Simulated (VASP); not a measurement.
Here is a VASP 6.6.1 calculation.

INCAR

```
  PREC = Accurate
  ENCUT = 520
  EDIFF = 1E-6
  ISMEAR = 0
  SIGMA = 0.2
  LREAL = F
  LASPH = T
  NELM = 60
  ALGO = Normal
  ISIF = 2
  LWAVE = F
  LCHARG = T
  GGA = PE
  LELF = T
  LVHAR = T
  NBANDS = 33
```

Contents of KPOINTS:

```
Automatic mesh
0
Gamma
  4 4 2
```

POSCAR

```
Be2ZnTe5
1.0
    4.0914755090      0.0000000000      0.0000000000
    0.0000000000      4.0914755090      0.0000000000
    0.0000000000      0.0000000000     13.6192469212
Be Zn Te
2 1 5
Direct
    0.5000000000      0.5000000000      0.2220958760
    0.5000000000      0.5000000000      0.7779041240
    0.0000000000      0.0000000000      0.0000000000
    0.5000000000      0.0000000000      0.3224016474
    0.0000000000      0.5000000000      0.1222211322
    0.0000000000      0.5000000000      0.6775983526
    0.5000000000      0.0000000000      0.8777788678
    0.0000000000      0.0000000000      0.5000000000
```

Potentials or basis: VASP PAW PBE potentials, release 64 (Be, Zn, Te).

Command:

```bash
$ cat potpaw_PBE.64/Be/POTCAR potpaw_PBE.64/Zn/POTCAR potpaw_PBE.64/Te/POTCAR > POTCAR
$ mpirun -np 1 vasp_std > vasp.out
```

Q: Predict the pressure.

A: 0.0 GPa.

Q: Estimate the band gap on the k mesh.

A: Zero (band 23 reaches 5.09 eV, above the bottom of band 24 at 3.79 eV).

Q: Predict the largest force.

A: 0.024 eV/Å.

Forces on the atoms (eV/Å):
```
Be   0.000  0.000 -0.022
Be   0.000  0.000  0.022
Zn   0.000  0.000  0.000
Te   0.000  0.000  0.024
Te   0.000  0.000  0.009
Te   0.000  0.000 -0.024
Te   0.000  0.000 -0.009
Te   0.000  0.000  0.000
```

Caveat: the k points lie up to 0.38 Å⁻¹ apart; spin-orbit coupling is left out, which moves the levels of the heavy elements.
